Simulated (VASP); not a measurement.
Runs of VASP 6.6.1 on Si7Ge. The structure is that of space group P-42m (No. 111), or close to it. The cells are those of the table. 

| cell | gap on the mesh (eV) | pressure (GPa) | largest force (eV/Å) |
| --- | --- | --- | --- |
| a = 5.244, b = 5.244, c = 5.916 Å, 8 atoms | none | -0.4 | 0.04 |
| a = 5.683, b = 5.683, c = 5.037 Å, 8 atoms | none | -0.5 | 0.05 |
| a = 5.607, b = 5.607, c = 5.174 Å, 8 atoms | none | -0.2 | 0.03 |
| a = 5.971, b = 5.971, c = 5.293 Å, 8 atoms | none | (a) | 0.03 |
| a = 5.424, b = 5.424, c = 6.119 Å, 8 atoms | none | -7.4 | 0.03 |
| a = 5.315, b = 5.315, c = 5.759 Å, 8 atoms | none | -0.1 | 0.02 |
| a = 5.407, b = 5.407, c = 5.860 Å, 8 atoms | 0.07 | (b) | 0.02 |
| a = 5.800, b = 5.800, c = 5.352 Å, 8 atoms | none | -7.4 | 0.02 |

Alike in all rows: task single point; level PBEsol; potentials or basis VASP PAW PBE potentials, release 64 (Si, Ge_d); no spin polarisation; k mesh 8 × 8 × 8; cutoff (eV) 520; smearing gaussian 0.03 eV.

Q: Estimate the missing entries.

A: (a) -9.8; (b) -4.3.

Caveats: the PAW data sets were made with another functional, which shifts forces and pressure a little; semilocal functionals underestimate gaps, so a narrow gap can read as zero (at least some runs); the cell stands under tension (at least some runs).

A k mesh can miss the band edges, and the runs leave out spin-orbit coupling on Ge.

A gap of «none» marks levels without a gap at the run's occupations.
